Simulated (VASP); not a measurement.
# Ag (Pm-3m) in VASP: single point with PBEsol

Aim: the single point of Ag with PBEsol.

All numbers are computed with VASP 6.6.1; they aren't measurements. Logs are shortened: lines on timing, memory, paths and dates and some standing lists are left out, and cuts for length are marked.

## (1) The cell of the first run

The structure is cubic, space group Pm-3m (No. 221). Conventional cell: a = 2.628 Å, b = 2.628 Å, c = 2.628 Å, α = 90.00°, β = 90.00°, γ = 90.00°. Ag (site symmetry m-3m) has 6 Ag at 2.63 Å within 3.5 Å.

## (2) Single point, PBEsol

Contents of INCAR:

```
SYSTEM = Ag
ALGO     = Normal         ! electronic algorithm
EDIFF    = 1E-7           ! SCF threshold, eV
ENCUT    = 520            ! plane-wave cutoff, eV
GGA      = PS             ! functional
ISIF     = 2              ! what is computed and relaxed
ISMEAR   = 0              ! smearing method
LASPH    = .True.         ! aspherical terms in the spheres
LCHARG   = .False.        ! write CHGCAR
LREAL    = .False.        ! projectors in reciprocal space
LWAVE    = .False.        ! write WAVECAR
NBANDS   = 12             ! bands
NELM     = 100            ! most SCF steps
PREC     = Accurate       ! precision mode
SIGMA    = 0.15           ! smearing width, eV
```

Contents of KPOINTS:

```
k-points
0
Gamma
  22 22 22
  0 0 0
```

Contents of POSCAR:

```
Ag
1.0
   -0.8760623004      1.7521246009      1.7521246009
    1.7521246009     -0.8760623004      1.7521246009
    1.7521246009      1.7521246009     -0.8760623004
Ag
1
Direct
    0.0000000000      0.0000000000      0.0000000000
```

Potentials or basis: VASP PAW PBE potentials, release 64 (Ag).

Started as:

```
$ cat potpaw_PBE.64/Ag/POTCAR > POTCAR
$ mpirun -np 1 vasp_std > vasp.out
```

OUTCAR:

```text
SYSTEM = Ag
   EDIFF = 1E-7
   ENCUT = 520
   GGA = PS
   ISIF = 2
   ISMEAR = 0
   LASPH = .True.
   LREAL = .False.
   NELM = 100
   PREC = Accurate

 ion  position               nearest neighbor table
   1  0.000  0.000  0.000-

  LATTYP: Found a simple cubic cell.
 ALAT       =     2.6281869013

  Lattice vectors:

 A1 = (  -0.8760623004,   1.7521246009,   1.7521246009)
 A2 = (   1.7521246009,  -0.8760623004,   1.7521246009)
 A3 = (   1.7521246009,   1.7521246009,  -0.8760623004)

Analysis of symmetry for initial positions (statically):
=====================================================================
 Subroutine PRICEL returns:
 Original cell was already a primitive cell.

 Routine SETGRP: Setting up the symmetry group for a
 simple cubic supercell.

 Subroutine GETGRP returns: Found 48 space group operations
 (whereof 48 operations were pure point group operations)
 out of a pool of 48 trial point group operations.

The static configuration has the point symmetry O_h .

Analysis of symmetry for dynamics (positions and initial velocities):
=====================================================================
 Subroutine PRICEL returns:
 Original cell was already a primitive cell.

 Routine SETGRP: Setting up the symmetry group for a
 simple cubic supercell.

 Subroutine GETGRP returns: Found 48 space group operations
 (whereof 48 operations were pure point group operations)
 out of a pool of 48 trial point group operations.

The dynamic configuration has the point symmetry O_h .

 Subroutine INISYM returns: Found 48 space group operations
 (whereof 48 operations are pure point group operations),
 and found     1 'primitive' translations

----------------------------------------------------------------------------------------

                                     Primitive cell

  volume of cell :      18.1538

  direct lattice vectors                    reciprocal lattice vectors
    -0.876062300  1.752124601  1.752124601    -0.126830148  0.253660296  0.253660296
     1.752124601 -0.876062300  1.752124601     0.253660296 -0.126830148  0.253660296
     1.752124601  1.752124601 -0.876062300     0.253660296  0.253660296 -0.126830148

  length of vectors
     2.628186901  2.628186901  2.628186901     0.380490444  0.380490444  0.380490444

  position of ions in fractional coordinates (direct lattice)
     0.000000000  0.000000000  0.000000000

  ion indices of the primitive-cell ions
   primitive index   ion index
                 1           1

----------------------------------------------------------------------------------------

 KPOINTS: k-points

Automatic generation of k-mesh.
 Grid dimensions read from file:
 generate k-points for:   22   22   22

 Generating k-lattice:

  Cartesian coordinates                     Fractional coordinates (reciprocal lattice)
    -0.005765007  0.011530013  0.011530013     0.045454545  0.000000000  0.000000000
     0.011530013 -0.005765007  0.011530013     0.000000000  0.045454545  0.000000000
     0.011530013  0.011530013 -0.005765007     0.000000000  0.000000000  0.045454545

  Length of vectors
     0.017295020  0.017295020  0.017295020

  Shift w.r.t. Gamma in fractional coordinates (k-lattice)
     0.000000000  0.000000000  0.000000000

 Subroutine IBZKPT returns following result:
 ===========================================

 Found    364 irreducible k-points:

 Following reciprocal coordinates:
            Coordinates               Weight
  0.000000  0.000000  0.000000      1.000000
  0.045455  0.000000 -0.000000      6.000000
  0.090909  0.000000 -0.000000      6.000000
  0.136364  0.000000  0.000000      6.000000
  0.181818  0.000000  0.000000      6.000000
  0.227273  0.000000  0.000000      6.000000
[... 16 lines left out ...]
  0.500000  0.045455 -0.000000     12.000000
  0.090909  0.090909  0.000000     12.000000
 [... further k-points ...]
   k-points           NKPTS =    364   k-points in BZ     NKDIM =    364   number of bands    NBANDS=     12
   number of dos      NEDOS =    301   number of ions     NIONS =      1
   total plane-waves  NPLWV =   8000
   dimension x,y,z NGX =    20 NGY =   20 NGZ =   20
   dimension x,y,z NGXF=    40 NGYF=   40 NGZF=   40
   ions per type =               1
   NGX,Y,Z   is equivalent  to a cutoff of  12.65, 12.65, 12.65 a.u.
   NGXF,Y,Z  is equivalent  to a cutoff of  25.30, 25.30, 25.30 a.u.
 SYSTEM =  Ag
   PREC   = accura    normal or accurate (medium, high low for compatibility)
   ISTART =      0    job   : 0-new  1-cont  2-samecut
   ICHARG =      2    charge: 1-file 2-atom 10-const
   ISPIN  =      1    spin polarized calculation?
   LNONCOLLINEAR =      F non collinear calculations
   LSORBIT =      F    spin-orbit coupling
   LASPH  =      T    aspherical Exc in radial PAW
   ENCUT  =  520.0 eV  38.22 Ry    6.18 a.u.   4.89  4.89  4.89*2*pi/ulx,y,z
   NELM   =    100;   NELMIN=  2; NELMDL= -5     # of ELM steps
   EDIFF  = 0.1E-06   stopping-criterion for ELM
   LREAL  =      F    real-space projection
   EDIFFG = 0.1E-05   stopping-criterion for IOM
   NSW    =      0    number of steps for IOM
   IBRION =     -1    ionic relax: 0-MD 1-quasi-New 2-CG
   NFREE  =      0    steps in history (QN), initial steepest desc. (CG)
   ISIF   =      2    stress and relaxation
   ISYM   =      2    0-nonsym 1-usesym 2-fastsym
   POTIM  = 0.5000    time-step for ionic-motion
   TEBEG  =    0.0;   TEEND  =   0.0 temperature during run
   PSTRESS=    0.0 pullay stress
   NELECT =      11.0000    total number of electrons
   NUPDOWN=      -1.0000    fix difference up-down
   EMIN   =  10.00;   EMAX   =-10.00  energy-range for DOS
   EFERMI =   0.00;   METHOD = LEGACY
   ISMEAR =     0;   SIGMA  =   0.15  broadening in eV -4-tet -1-fermi 0-gaus
   EFERMI_NEDOS =   21; number of points for ismear=-14 and -15
   IALGO  =     38    algorithm
   IMIX   =      4    mixing-type and parameters
     AMIX     =   0.40;   BMIX     =  1.00
     AMIX_MAG =   1.60;   BMIX_MAG =  1.00
  volume/ion in A,a.u.               =      18.15       122.51
  Fermi-wavevector in a.u.,A,eV,Ry     =   1.385318  2.617871 26.111022  1.919106
  Thomas-Fermi vector in A             =   2.509739
   LORBIT       =      0    0 simple, 1 ext, 2 COOP (PROOUT), +10 PAW based schemes
   GGA     = PS    functional components
   LHFCALC =     F    Hartree Fock is set to
   AEXX    =    0.0000 exact exchange contribution
   IVDW    =     0    specifies the selected vdW correction
   LEPSILON=     F    determine dielectric tensor
   LRPA    =     F    only Hartree local field effects (RPA)
 non-spin polarized calculation
 Gauss-broadening in eV      SIGMA  =   0.15
  energy-cutoff  :      520.00
  volume of cell :       18.15
 maximum number of plane-waves:       503
 NGX is ok and might be reduce to    20
   NGX =  9   NGY =  9   NGZ =  9

 number of electron      11.0000009 magnetization

 Free energy of the ion-electron system (eV)
  ---------------------------------------------------
  ext. energy  EPLUGINS =         0.00000000
  ---------------------------------------------------
  free energy    TOTEN  =        -2.88975031 eV

  energy without entropy =       -2.88683320  energy(sigma->0) =       -2.88829175

 E-fermi :   7.2933     XC(G=0): -11.9489

 val. band max:        7.2734824252   @ k =   0.5000   0.0909   0.0909
 cond. band min:       7.3215755521   @ k =   0.5000   0.1364   0.0000
 fundamental gap:      0.0480931269
 Fermi energy:         7.2933036705

 k-point     1 :       0.0000    0.0000    0.0000
  band No.  band energies     occupation
      1       0.0692      2.00000
      2       0.9406      2.00000
      3       0.9406      2.00000
      4       4.6136      2.00000
      5       4.6136      2.00000
      6       4.6136      2.00000
      7      22.2076      0.00000
      8      22.2076      0.00000
      9      22.2076      0.00000
     10      27.9523      0.00000
     11      27.9523      0.00000
     12      28.4229      0.00000

 k-point     2 :       0.0455    0.0000   -0.0000
  band No.  band energies     occupation
      1       0.1208      2.00000
      2       0.9478      2.00000
      3       0.9771      2.00000
      4       4.5860      2.00000
      5       4.5860      2.00000
      6       4.6158      2.00000
      7      21.6910      0.00000
      8      22.2882      0.00000
      9      22.2882      0.00000
     10      27.8777      0.00000
     11      28.1237      0.00000
     12      28.8359      0.00000

 k-point     3 :       0.0909    0.0000   -0.0000
  band No.  band energies     occupation
      1       0.2655      2.00000
      2       0.9691      2.00000
      3       1.0940      2.00000
      4       4.5064      2.00000
      5       4.5064      2.00000
      6       4.6224      2.00000
      7      20.5077      0.00000
      8      22.5261      0.00000
      9      22.5261      0.00000
     10      27.6631      0.00000
     11      28.1755      0.00000
     12      30.1666      0.00000
[... 286 lines left out ...]
 k-point    23 :       0.5000    0.0455   -0.0000
  band No.  band energies     occupation
      1       1.3419      2.00000
      2       1.6827      2.00000
      3       3.3026      2.00000
      4       3.4067      2.00000
      5       4.7004      2.00000
      6       6.5151      2.00000
      7       9.5643      0.00000
      8      24.7424      0.00000
      9      26.9787      0.00000
     10      27.5551      0.00000
     11      28.0921      0.00000
     12      32.0404      0.00000

 k-point    24 :       0.0909    0.0909    0.0000
  band No.  band energies     occupation
      1       0.4645      2.00000
      2       1.0690      2.00000
      3       1.1696      2.00000
      4       4.3998      2.00000
      5       4.5015      2.00000
      6       4.5306      2.00000
      7      20.7706      0.00000
      8      20.7740      0.00000
      9      22.8448      0.00000
     10      27.7086      0.00000
     11      29.5274      0.00000
     12      30.5304      0.00000

 [... further k-points ...]
[... 5 lines left out ...]
  --------------------------------------------------------------------------------------
  -------------------------------------------------------------------------------------
  Total        0.7372647      0.7372647      0.7372647      0.0000000      0.0000000      0.0000000
  in kB       65.0676765     65.0676765     65.0676765      0.0000000      0.0000000      0.0000000
  external PRESSURE =      65.0676765 kB  Pullay stress =       0.0000000 kB

 VOLUME and BASIS-vectors are now :
 -----------------------------------------------------------------------------
  energy-cutoff  :      520.00
  volume of cell :       18.15
      direct lattice vectors                 reciprocal lattice vectors
    -0.876062300  1.752124601  1.752124601    -0.126830148  0.253660296  0.253660296
     1.752124601 -0.876062300  1.752124601     0.253660296 -0.126830148  0.253660296
     1.752124601  1.752124601 -0.876062300     0.253660296  0.253660296 -0.126830148

 POSITION                                       TOTAL-FORCE (eV/Angst)
 -----------------------------------------------------------------------------------
      0.00000      0.00000      0.00000         0.000000      0.000000     -0.000000
 -----------------------------------------------------------------------------------
    total drift:                                0.000000     -0.000000      0.000000

  FREE ENERGIE OF THE ION-ELECTRON SYSTEM (eV)
  ---------------------------------------------------
  free  energy   TOTEN  =        -2.8897503093 eV

  energy  without entropy=       -2.8868331970  energy(sigma->0) =       -2.88829175
```

Run time: 40 s. Hardware: 1 thread of Intel Xeon Platinum 8375C at 2.90GHz (Ice Lake), shared host; peak memory 0.19 GiB.

What came out:

```
Free energy : -2.8898 eV
Pressure    : 6.5 GPa
```

Caveat: the PAW data sets were made with another functional, which shifts forces and pressure a little.
